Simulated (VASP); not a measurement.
Write the native input for VASP 6.6.1 that does the following.

```
Task                   : single point
Functional             : PBE
Potentials or basis    : VASP PAW PBE potentials, release 64 (Zr_sv, Cl)
Cutoff                 : 520 eV
k mesh                 : 12 × 12 × 12
Occupations            : gaussian, width 0.1 eV
Spin                   : no spin polarisation
Dipole correction      : no
Further INCAR settings : ALGO = Normal; EDIFF = 1e-07; NBANDS = 22
```

The structure of Zr2Cl lies in POSCAR:

```
Zr2Cl
1.0
    0.0000000000      3.1429146220      3.1429146220
    3.1429146220      0.0000000000      3.1429146220
    3.1429146220      3.1429146220      0.0000000000
Zr Cl
2 1
Direct
    0.7500000000      0.7500000000      0.7500000000
    0.2500000000      0.2500000000      0.2500000000
    0.0000000000      0.0000000000      0.0000000000
```

The cell was generated, and may not be a known phase.

One way to write it, as run:

INCAR

```
SYSTEM = Zr2Cl
  PREC = Accurate
  ENCUT = 520
  EDIFF = 1E-7
  ISMEAR = 0
  SIGMA = 0.1
  LREAL = .FALSE.
  LASPH = .TRUE.
  NELM = 100
  ALGO = Normal
  ISIF = 2
  LWAVE = .FALSE.
  LCHARG = .TRUE.
  GGA = PE
  LELF = .TRUE.
  LVHAR = .TRUE.
  NBANDS = 22
```

KPOINTS

```
regular mesh
0
G
  12 12 12
  0 0 0
```

Potentials or basis: VASP PAW PBE potentials, release 64 (Zr_sv, Cl).

Run with:

```console
$ cat potpaw_PBE.64/Zr_sv/POTCAR potpaw_PBE.64/Cl/POTCAR > POTCAR
$ mpirun -np 1 vasp_std > vasp.out
```

Results of the run:

| Quantity | Value |
| --- | --- |
| Pressure | 0.2 GPa |
| Band gap on the k mesh | zero (an odd number of electrons rules out a gap without spin polarisation) |

Caveat: an odd number of electrons without spin polarisation forces a metal; a magnetic or distorted state may lie lower.

It took 72 s on 1 thread of Intel(R) Xeon(R) Platinum 8488C (Sapphire Rapids), with other jobs on the host, peak memory 0.25 GiB.
